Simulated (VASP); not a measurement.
Runs of VASP 6.6.1 on CdS (Hawleyite). The structure is that of space group F-43m (No. 216), or close to it. The cells are those of the table. 

```tsv
cell	gap on the mesh (eV)	pressure (GPa)
a = 4.036, b = 4.036, c = 4.138 Å, angles 60.8, 60.8, 90.0°, 2 atoms	0.98	1.1
a = 4.077, b = 4.077, c = 4.128 Å, angles 60.4, 60.4, 90.0°, 2 atoms	1.00	(c)
a = 4.098, b = 4.098, c = 4.115 Å, angles 60.1, 60.1, 90.0°, 2 atoms	1.02	(d)
a = 4.036, b = 4.036, c = 4.103 Å, angles 60.5, 60.5, 90.0°, 2 atoms	1.04	(b)
a = 4.139, b = 4.139, c = 4.113 Å, angles 59.8, 59.8, 90.0°, 2 atoms	0.99	0.2
a = 4.098, b = 4.098, c = 4.123 Å, angles 60.2, 60.2, 90.0°, 2 atoms	1.01	0.6
a = 4.077, b = 4.077, c = 4.110 Å, angles 60.3, 60.3, 90.0°, 2 atoms	1.03	1.3
a = 4.160, b = 4.160, c = 4.127 Å, angles 59.7, 59.7, 90.0°, 2 atoms	0.96	(a)
a = 4.139, b = 4.139, c = 4.123 Å, angles 59.9, 59.9, 90.0°, 2 atoms	0.99	0.0
a = 4.160, b = 4.160, c = 4.108 Å, angles 59.6, 59.6, 90.0°, 2 atoms	0.96	0.1
```

Alike in all rows: task single point; level PBEsol; potentials or basis VASP PAW PBE potentials, release 64 (Cd, S); no spin polarisation; k mesh 8 × 8 × 8; cutoff (eV) 520; smearing gaussian 0.01 eV.

Problem. Fill in the values left out.

Solution. (a) -0.5; (b) 2.3; (c) 0.7; (d) 0.8.

Caveats: the PAW data sets were made with another functional, which shifts forces and pressure a little.

A k mesh can miss the band edges, and the runs leave out spin-orbit coupling on Cd.
